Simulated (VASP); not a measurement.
Wanted: the native input for a VASP 6.6.1 run.

* Task: electric field gradients
* Functional: PBE
* Potentials or basis: VASP PAW PBE potentials, release 64 (Ga_d)
* Cutoff: 520 eV
* k mesh: 14 × 14 × 11
* Occupations: fermi-dirac, width 0.05 eV
* Spin: no spin polarisation
* Dipole correction: no
* Further INCAR settings: ALGO = Normal; EDIFF = 1e-08; NBANDS = 20

The structure of Ga lies in POSCAR:

```
Ga
1.0
    1.3830000000     -4.0265000000      0.0000000000
    1.3830000000      4.0265000000      0.0000000000
   -0.1174500000      0.0000000000      3.3299300000
Ga
2
Direct
    0.8690000000      0.1310000000      0.2500000000
    0.1483279274      0.9035344343      0.7708058428
```

This cell differs from its parent crystal: atom 2 (Ga) moved by [0.069282, 0.069282, 0.069282] A.

The input as run:

INCAR

```
SYSTEM = Ga
ALGO = Normal
EDIFF = 1E-8
ENCUT = 520
GGA = PE
ISIF = 2
ISMEAR = -1
LASPH = .TRUE.
LCHARG = .FALSE.
LEFG = .TRUE.
LREAL = .FALSE.
LWAVE = .FALSE.
NBANDS = 20
NELM = 80
PREC = Accurate
SIGMA = 0.05
```

KPOINTS

```
k-points
0
G
  14 14 11
  0 0 0
```

Potentials or basis: VASP PAW PBE potentials, release 64 (Ga_d).

Command:

```console
$ cat potpaw_PBE.64/Ga_d/POTCAR > POTCAR
$ mpirun -np 1 vasp_std > vasp.out
```

It gave:

The pressure is 2.2 GPa and the largest force is 0.539 eV/Å. The band gap on the k mesh is zero (bands 13 and 14 overlap by 8.35 eV). The largest electric field gradient by atom is Ga +24.0 V/Å².

Caveat: the cell differs from its parent crystal (atom 2 (Ga) moved by [0.069282, 0.069282, 0.069282] A); without QUAD_EFG the Cq values of the log hold for a quadrupole moment of 1 mb, not for the nuclei.

It took 12 min on 1 thread of Oxide Virtual Turin-like Processor (shared host), peak memory 0.65 GiB.
